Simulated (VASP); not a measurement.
# P (P4/mmm) in VASP: further runs

P is run at these levels: PBE; tasks: single point.

Everything below comes from runs of VASP 6.6.1. Logs are shortened: lines on timing, memory, paths and dates and some standing lists are left out, and cuts for length are marked.

### Step 1. The cell of the first run

The structure is tetragonal, space group P4/mmm (No. 123). The conventional cell has a = 2.502 Å, b = 2.502 Å, c = 2.369 Å, α = 90.00°, β = 90.00°, γ = 90.00°. Within 3.1 Å of P (site symmetry 4/mmm) lie 6 P at 2.37 to 2.50 Å.

The cell was built from a structure type or drawn by symmetry, and may not be a known phase.

### Step 2. Single point, PBE

INCAR reads:

```
PREC = Accurate
ENCUT = 520
EDIFF = 1E-7
ISMEAR = 0
SIGMA = 0.1
LREAL = F
LASPH = T
NELM = 100
ALGO = Normal
ISIF = 2
LWAVE = F
LCHARG = F
GGA = PE
NBANDS = 8
```

KPOINTS reads:

```
regular mesh
0
Gamma
  8 8 6
```

POSCAR reads:

```
P
1.0
    2.5018447916      0.0000000000      0.0000000000
    0.0000000000      2.5018447916      0.0000000000
    0.0000000000      0.0000000000      2.3687453237
P
1
Direct
    0.5000000000      0.5000000000      0.0000000000
```

Potentials or basis: VASP PAW PBE potentials, release 64 (P).

Command:

```bash
$ cat potpaw_PBE.64/P/POTCAR > POTCAR
$ mpirun -np 1 vasp_std > vasp.out
```

OUTCAR:

```text
PREC = Accurate
   ENCUT = 520
   EDIFF = 1E-7
   ISMEAR = 0
   LREAL = F
   LASPH = T
   NELM = 100
   ISIF = 2
   GGA = PE

 ion  position               nearest neighbor table
   1  0.500  0.500  0.000-

  LATTYP: Found a simple tetragonal cell.
 ALAT       =     2.5018447916
 C/A-ratio  =     0.9467994704

  Lattice vectors:

 A1 = (   2.5018447916,   0.0000000000,   0.0000000000)
 A2 = (   0.0000000000,   2.5018447916,   0.0000000000)
 A3 = (   0.0000000000,   0.0000000000,   2.3687453237)

Analysis of symmetry for initial positions (statically):
=====================================================================
 Subroutine PRICEL returns:
 Original cell was already a primitive cell.

 Routine SETGRP: Setting up the symmetry group for a
 simple tetragonal supercell.

 Subroutine GETGRP returns: Found 16 space group operations
 (whereof 16 operations were pure point group operations)
 out of a pool of 16 trial point group operations.

The static configuration has the point symmetry D_4h.

Analysis of symmetry for dynamics (positions and initial velocities):
=====================================================================
 Subroutine PRICEL returns:
 Original cell was already a primitive cell.

 Routine SETGRP: Setting up the symmetry group for a
 simple tetragonal supercell.

 Subroutine GETGRP returns: Found 16 space group operations
 (whereof 16 operations were pure point group operations)
 out of a pool of 16 trial point group operations.

The dynamic configuration has the point symmetry D_4h.

 Subroutine INISYM returns: Found 16 space group operations
 (whereof 16 operations are pure point group operations),
 and found     1 'primitive' translations

----------------------------------------------------------------------------------------

                                     Primitive cell

  volume of cell :      14.8265

  direct lattice vectors                    reciprocal lattice vectors
     2.501844792  0.000000000  0.000000000     0.399705051  0.000000000  0.000000000
     0.000000000  2.501844792  0.000000000     0.000000000  0.399705051  0.000000000
     0.000000000  0.000000000  2.368745324     0.000000000  0.000000000  0.422164422

  length of vectors
     2.501844792  2.501844792  2.368745324     0.399705051  0.399705051  0.422164422

  position of ions in fractional coordinates (direct lattice)
     0.500000000  0.500000000  0.000000000

  ion indices of the primitive-cell ions
   primitive index   ion index
                 1           1

----------------------------------------------------------------------------------------

 KPOINTS: regular mesh

Automatic generation of k-mesh.
 Grid dimensions read from file:
 generate k-points for:    8    8    6

 Generating k-lattice:

  Cartesian coordinates                     Fractional coordinates (reciprocal lattice)
     0.049963131  0.000000000  0.000000000     0.125000000  0.000000000  0.000000000
     0.000000000  0.049963131  0.000000000     0.000000000  0.125000000  0.000000000
     0.000000000  0.000000000  0.070360737     0.000000000  0.000000000  0.166666667

  Length of vectors
     0.049963131  0.049963131  0.070360737

  Shift w.r.t. Gamma in fractional coordinates (k-lattice)
     0.000000000  0.000000000  0.000000000

 Subroutine IBZKPT returns following result:
 ===========================================

 Found     60 irreducible k-points:

 Following reciprocal coordinates:
            Coordinates               Weight
  0.000000  0.000000  0.000000      1.000000
  0.125000  0.000000  0.000000      4.000000
  0.250000  0.000000  0.000000      4.000000
  0.375000  0.000000  0.000000      4.000000
  0.500000  0.000000  0.000000      2.000000
  0.125000  0.125000  0.000000      4.000000
[... 16 lines left out ...]
  0.375000  0.125000  0.166667     16.000000
  0.500000  0.125000  0.166667      8.000000
 [... further k-points ...]
   k-points           NKPTS =     60   k-points in BZ     NKDIM =     60   number of bands    NBANDS=      8
   number of dos      NEDOS =    301   number of ions     NIONS =      1
   total plane-waves  NPLWV =   7200
   dimension x,y,z NGX =    20 NGY =   20 NGZ =   18
   dimension x,y,z NGXF=    40 NGYF=   40 NGZF=   36
   ions per type =               1
   NGX,Y,Z   is equivalent  to a cutoff of  13.29, 13.29, 12.63 a.u.
   NGXF,Y,Z  is equivalent  to a cutoff of  26.58, 26.58, 25.27 a.u.
 SYSTEM =  unknown system
   PREC   = accura    normal or accurate (medium, high low for compatibility)
   ISTART =      0    job   : 0-new  1-cont  2-samecut
   ICHARG =      2    charge: 1-file 2-atom 10-const
   ISPIN  =      1    spin polarized calculation?
   LNONCOLLINEAR =      F non collinear calculations
   LSORBIT =      F    spin-orbit coupling
   LASPH  =      T    aspherical Exc in radial PAW
   ENCUT  =  520.0 eV  38.22 Ry    6.18 a.u.   4.65  4.65  4.40*2*pi/ulx,y,z
   NELM   =    100;   NELMIN=  2; NELMDL= -5     # of ELM steps
   EDIFF  = 0.1E-06   stopping-criterion for ELM
   LREAL  =      F    real-space projection
   EDIFFG = 0.1E-05   stopping-criterion for IOM
   NSW    =      0    number of steps for IOM
   IBRION =     -1    ionic relax: 0-MD 1-quasi-New 2-CG
   NFREE  =      0    steps in history (QN), initial steepest desc. (CG)
   ISIF   =      2    stress and relaxation
   ISYM   =      2    0-nonsym 1-usesym 2-fastsym
   POTIM  = 0.5000    time-step for ionic-motion
   TEBEG  =    0.0;   TEEND  =   0.0 temperature during run
   PSTRESS=    0.0 pullay stress
   NELECT =       5.0000    total number of electrons
   NUPDOWN=      -1.0000    fix difference up-down
   EMIN   =  10.00;   EMAX   =-10.00  energy-range for DOS
   EFERMI =   0.00;   METHOD = LEGACY
   ISMEAR =     0;   SIGMA  =   0.10  broadening in eV -4-tet -1-fermi 0-gaus
   EFERMI_NEDOS =   21; number of points for ismear=-14 and -15
   IALGO  =     38    algorithm
   IMIX   =      4    mixing-type and parameters
     AMIX     =   0.40;   BMIX     =  1.00
     AMIX_MAG =   1.60;   BMIX_MAG =  1.00
  volume/ion in A,a.u.               =      14.83       100.05
  Fermi-wavevector in a.u.,A,eV,Ry     =   1.139511  2.153363 17.666961  1.298485
  Thomas-Fermi vector in A             =   2.276214
   LORBIT       =      0    0 simple, 1 ext, 2 COOP (PROOUT), +10 PAW based schemes
   GGA     = PE    functional components
   LHFCALC =     F    Hartree Fock is set to
   AEXX    =    0.0000 exact exchange contribution
   IVDW    =     0    specifies the selected vdW correction
   LEPSILON=     F    determine dielectric tensor
   LRPA    =     F    only Hartree local field effects (RPA)
 non-spin polarized calculation
 Gauss-broadening in eV      SIGMA  =   0.10
  energy-cutoff  :      520.00
  volume of cell :       14.83
 maximum number of plane-waves:       417
 NGX is ok and might be reduce to    20
   NGX =  9   NGY =  9   NGZ =  9

 number of electron       4.9999999 magnetization

 Free energy of the ion-electron system (eV)
  ---------------------------------------------------
  ext. energy  EPLUGINS =         0.00000000
  ---------------------------------------------------
  free energy    TOTEN  =        -5.30231331 eV

  energy without entropy =       -5.30137693  energy(sigma->0) =       -5.30184512

 E-fermi :   9.5706     XC(G=0): -11.1952

 val. band max:        9.1956956849   @ k =   0.5000   0.2500   0.0000
 cond. band min:       9.6182867580   @ k =   0.5000   0.2500   0.1667
 fundamental gap:      0.4225910731
 Fermi energy:         9.5705906491

 k-point     1 :       0.0000    0.0000    0.0000
  band No.  band energies     occupation
      1      -6.9544      2.00000
      2      13.5530      0.00000
      3      13.5530      0.00000
      4      15.8676      0.00000
      5      15.8859      0.00000
      6      16.3696      0.00000
      7      23.6481      0.00000
      8      32.5322      0.00000

 k-point     2 :       0.1250    0.0000    0.0000
  band No.  band energies     occupation
      1      -6.6219      2.00000
      2      10.0815      0.00000
      3      13.8107      0.00000
      4      16.1202      0.00000
      5      16.4648      0.00000
      6      19.3386      0.00000
      7      24.5762      0.00000
      8      30.3900      0.00000

 k-point     3 :       0.2500    0.0000    0.0000
  band No.  band energies     occupation
      1      -5.6480      2.00000
      2       6.0300      2.00000
      3      14.5377      0.00000
      4      16.8326      0.00000
      5      17.1854      0.00000
      6      22.2590      0.00000
      7      26.9921      0.00000
      8      27.4319      0.00000

 k-point     4 :       0.3750    0.0000    0.0000
  band No.  band energies     occupation
      1      -4.1674      2.00000
      2       2.6410      2.00000
      3      15.5166      0.00000
      4      17.7920      0.00000
      5      18.0888      0.00000
      6      24.2291      0.00000
      7      24.3602      0.00000
      8      26.3061      0.00000

 k-point     5 :       0.5000    0.0000    0.0000
  band No.  band energies     occupation
      1      -3.0704      2.00000
      2       0.9009      2.00000
      3      16.0703      0.00000
      4      18.3347      0.00000
      5      18.5547      0.00000
      6      23.0640      0.00000
      7      25.1714      0.00000
      8      25.9788      0.00000

 k-point     6 :       0.1250    0.1250    0.0000
  band No.  band energies     occupation
      1      -6.2895      2.00000
      2       9.9574      0.00000
      3      10.8533      0.00000
      4      16.3715      0.00000
      5      18.7585      0.00000
      6      20.6741      0.00000
      7      24.9409      0.00000
      8      28.4104      0.00000

 k-point     7 :       0.2500    0.1250    0.0000
  band No.  band energies     occupation
      1      -5.3163      2.00000
      2       6.3063      2.00000
      3      11.2727      0.00000
      4      17.0799      0.00000
      5      19.7445      0.00000
      6      22.9355      0.00000
      7      24.4415      0.00000
      8      28.7621      0.00000

 k-point     8 :       0.3750    0.1250    0.0000
  band No.  band energies     occupation
      1      -3.8356      2.00000
      2       2.9399      2.00000
      3      12.3573      0.00000
      4      18.0326      0.00000
      5      20.3196      0.00000
      6      21.0079      0.00000
      7      26.2546      0.00000
      8      26.5492      0.00000

 k-point     9 :       0.5000    0.1250    0.0000
  band No.  band energies     occupation
      1      -2.7359      2.00000
      2       1.2019      2.00000
      3      13.0029      0.00000
      4      18.5703      0.00000
      5      19.3561      0.00000
      6      21.2127      0.00000
      7      25.4225      0.00000
      8      28.1468      0.00000

 k-point    10 :       0.2500    0.2500    0.0000
  band No.  band energies     occupation
      1      -4.3441      2.00000
      2       6.6774      2.00000
      3       7.7632      2.00000
      4      17.7762      0.00000
      5      19.3949      0.00000
      6      21.9507      0.00000
      7      27.3651      0.00000
      8      29.7961      0.00000
[... 78 lines left out ...]
 k-point    18 :       0.2500    0.0000    0.1667
  band No.  band energies     occupation
      1      -4.9658      2.00000
      2       6.5923      2.00000
      3      11.2853      0.00000
      4      15.0772      0.00000
      5      19.4656      0.00000
      6      23.7725      0.00000
      7      26.3260      0.00000
      8      27.5054      0.00000

 k-point    19 :       0.3750    0.0000    0.1667
  band No.  band energies     occupation
      1      -3.4862      2.00000
      2       3.2589      2.00000
      3      12.3398      0.00000
      4      16.0439      0.00000
      5      20.0158      0.00000
      6      21.6965      0.00000
      7      24.7727      0.00000
      8      27.8268      0.00000

 k-point    20 :       0.5000    0.0000    0.1667
  band No.  band energies     occupation
      1      -2.3859      2.00000
      2       1.5263      2.00000
      3      12.9742      0.00000
      4      16.5884      0.00000
      5      19.2524      0.00000
      6      21.9500      0.00000
      7      23.6220      0.00000
      8      27.2688      0.00000

 k-point    21 :       0.1250    0.1250    0.1667
  band No.  band energies     occupation
      1      -5.6064      2.00000
      2      10.0482      0.00000
      3      10.5306      0.00000
      4      12.4065      0.00000
      5      21.2033      0.00000
      6      22.8858      0.00000
      7      26.3617      0.00000
      8      27.8911      0.00000

 k-point    22 :       0.2500    0.1250    0.1667
  band No.  band energies     occupation
      1      -4.6348      2.00000
      2       6.8668      2.00000
      3      10.9205      0.00000
      4      12.8536      0.00000
      5      22.4738      0.00000
      6      24.1337      0.00000
      7      24.3561      0.00000
      8      26.5884      0.00000

 k-point    23 :       0.3750    0.1250    0.1667
  band No.  band energies     occupation
      1      -3.1554      2.00000
      2       3.5554      2.00000
      3      11.9169      0.00000
      4      14.0771      0.00000
      5      20.6971      0.00000
      6      21.4418      0.00000
      7      24.1159      0.00000
      8      28.8440      0.00000

 k-point    24 :       0.5000    0.1250    0.1667
  band No.  band energies     occupation
      1      -2.0527      2.00000
      2       1.8256      2.00000
      3      12.4735      0.00000
      4      14.9215      0.00000
      5      19.3594      0.00000
      6      20.2219      0.00000
      7      24.5758      0.00000
      8      29.5076      0.00000

 [... further k-points ...]

------------------------ aborting loop because EDIFF is reached ----------------------------------------

  FORCE on cell =-STRESS in cart. coord.  units (eV):
  Direction    XX          YY          ZZ          XY          YZ          ZX
  --------------------------------------------------------------------------------------
  -------------------------------------------------------------------------------------
  Total       -0.0376376     -0.0376376     -0.0544131      0.0000000      0.0000000      0.0000000
  in kB       -4.0671759     -4.0671759     -5.8799656      0.0000000      0.0000000      0.0000000
  external PRESSURE =      -4.6714391 kB  Pullay stress =       0.0000000 kB

 VOLUME and BASIS-vectors are now :
 -----------------------------------------------------------------------------
  energy-cutoff  :      520.00
  volume of cell :       14.83
      direct lattice vectors                 reciprocal lattice vectors
     2.501844792  0.000000000  0.000000000     0.399705051  0.000000000  0.000000000
     0.000000000  2.501844792  0.000000000     0.000000000  0.399705051  0.000000000
     0.000000000  0.000000000  2.368745324     0.000000000  0.000000000  0.422164422

 POSITION                                       TOTAL-FORCE (eV/Angst)
 -----------------------------------------------------------------------------------
      1.25092      1.25092      0.00000         0.000000      0.000000      0.000000
 -----------------------------------------------------------------------------------
    total drift:                                0.000000      0.000000     -0.000000

  FREE ENERGIE OF THE ION-ELECTRON SYSTEM (eV)
  ---------------------------------------------------
  free  energy   TOTEN  =        -5.3023133138 eV

  energy  without entropy=       -5.3013769305  energy(sigma->0) =       -5.30184512
```

Run time: 2.5 s. Hardware: 1 thread of Intel Xeon 6975P-C (Granite Rapids), shared host; peak memory 0.11 GiB.

What came out:

```yaml
Free_energy: -5.3023 eV
Pressure: -0.5 GPa
Band_gap_on_the_k_mesh: zero (an odd number of electrons rules out a gap without spin polarisation)
```

Stress tensor (GPa, compression positive):
```
-0.41  0.00  0.00
 0.00 -0.41  0.00
 0.00  0.00 -0.59
```

Levels at points of the mesh, in eV from the Fermi level:
```tsv
k point	band 1	band 2	band 3	band 4	band 5	band 6	band 7	band 8
(0.00, 0.00, 0.00)	-16.52	3.98	3.98	6.30	6.32	6.80	14.08	22.96
(0.50, 0.00, 0.00)	-12.64	-8.67	6.50	8.76	8.98	13.49	15.60	16.41
(0.50, 0.50, 0.00)	-8.51	-5.56	-5.56	0.86	11.04	16.72	17.83	17.83
(0.00, 0.00, 0.50)	-11.56	-8.77	7.28	7.28	9.39	13.29	13.29	15.68
(0.50, 0.00, 0.50)	-7.27	-5.79	-4.76	0.96	9.58	15.55	16.51	16.72
(0.50, 0.50, 0.50)	-3.09	-2.02	-1.96	-1.96	4.32	4.32	5.09	10.83
```

Caveat: the k points lie up to 0.44 Å⁻¹ apart, too coarse for converged energies and pressures of a metal.

### Step 3. Single point, PBE

This run uses another cell than the first one, of 14.61 Å³/atom.

INCAR reads:

```
  PREC = Accurate
  ENCUT = 520
  EDIFF = 1E-6
  ISMEAR = 0
  SIGMA = 0.1
  LREAL = F
  LASPH = T
  NELM = 100
  ALGO = Normal
  ISIF = 2
  LWAVE = F
  LCHARG = F
  GGA = PE
  NBANDS = 8
```

KPOINTS reads:

```
regular mesh
0
Gamma
  22 22 24
```

POSCAR reads:

```
P
1.0
    2.4473183923      0.0000000000      0.0000000000
    0.0000000000      2.4473183923      0.0000000000
    0.0000000000      0.0000000000      2.4396686694
P
1
Direct
    0.5000000000      0.5000000000      0.0000000000
```

Potentials or basis: VASP PAW PBE potentials, release 64 (P).

Command:

```bash
$ cat potpaw_PBE.64/P/POTCAR > POTCAR
$ mpirun -np 1 vasp_std > vasp.out
```

Run time: 28 s. Hardware: 1 thread of Intel Xeon 6975P-C (Granite Rapids), shared host; peak memory 0.19 GiB.

Results (log left out):

| Quantity | Value |
| --- | --- |
| Free energy | -5.2737 eV |
| Pressure | -0.3 GPa |
| Band gap on the k mesh | zero (an odd number of electrons rules out a gap without spin polarisation) |

Levels at points of the mesh, in eV from the Fermi level:
```csv
k point,band 1,band 2,band 3,band 4,band 5,band 6,band 7
"(0.00, 0.00, 0.00)",-16.45,4.97,4.97,5.10,6.80,6.84,14.25
"(0.50, 0.00, 0.00)",-12.17,-8.62,7.76,7.89,9.37,14.33,14.45
"(0.50, 0.50, 0.00)",-7.53,-5.25,-5.25,1.03,10.46,16.95,16.95
"(0.00, 0.00, 0.50)",-12.11,-8.63,7.80,7.80,9.39,14.31,14.31
"(0.50, 0.00, 0.50)",-7.46,-5.27,-5.21,1.03,10.38,16.82,16.88
"(0.50, 0.50, 0.50)",-2.21,-2.14,-2.14,-1.69,4.69,4.69,4.74
```
